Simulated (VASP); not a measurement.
Runs of VASP 6.6.1 on MnO. The structure is that of space group P6_3mc (No. 186), or close to it. The cells are those of the table. 

| task | cell | k mesh | cutoff (eV) | gap on the mesh (eV) | pressure (GPa) | moment (μB) | largest force (eV/Å) |
| --- | --- | --- | --- | --- | --- | --- | --- |
| single point | a = 3.435, b = 3.435, c = 5.393 Å, angles 90.0, 90.0, 120.0°, 4 atoms | 6 × 6 × 4 | 520 | none | 0.7 | 9.99 | 0.01 |
| single point | a = 3.434, b = 3.434, c = 5.415 Å, angles 90.0, 90.0, 120.0°, 4 atoms | 12 × 12 × 8 | 520 | none | 0.4 | (b) | - |
| relaxation of cell and atoms | relaxed from a = 3.372, b = 3.372, c = 5.386 Å, angles 90.0, 90.0, 120.0°, 4 atoms | 6 × 6 × 4 | 600 | none | -0.2 | 9.99 | 0.01 |
| single point | a = 3.372, b = 3.372, c = 5.386 Å, angles 90.0, 90.0, 120.0°, 4 atoms | 6 × 6 × 4 | 520 | none | 6.5 | 9.99 | (a) |

Alike in all rows: level PBE; potentials or basis VASP PAW PBE potentials, release 64 (Mn_pv, O); spin collinear, ferromagnetic start; smearing gaussian 0.1 eV.

**Question.** Estimate the missing entries.

**Answer.** (a) 0.65; (b) 10.00.

Caveats: semilocal functionals often make such compounds metallic where correlation or magnetic order opens a gap, which also shifts bond lengths; only a ferromagnetic start was run, and an antiferromagnetic order may lie lower in energy; the relaxation stopped at a loose force limit of 0.05 eV/Å, so its end isn't a converged minimum (some runs).

A gap of «none» marks levels without a gap at the run's occupations.
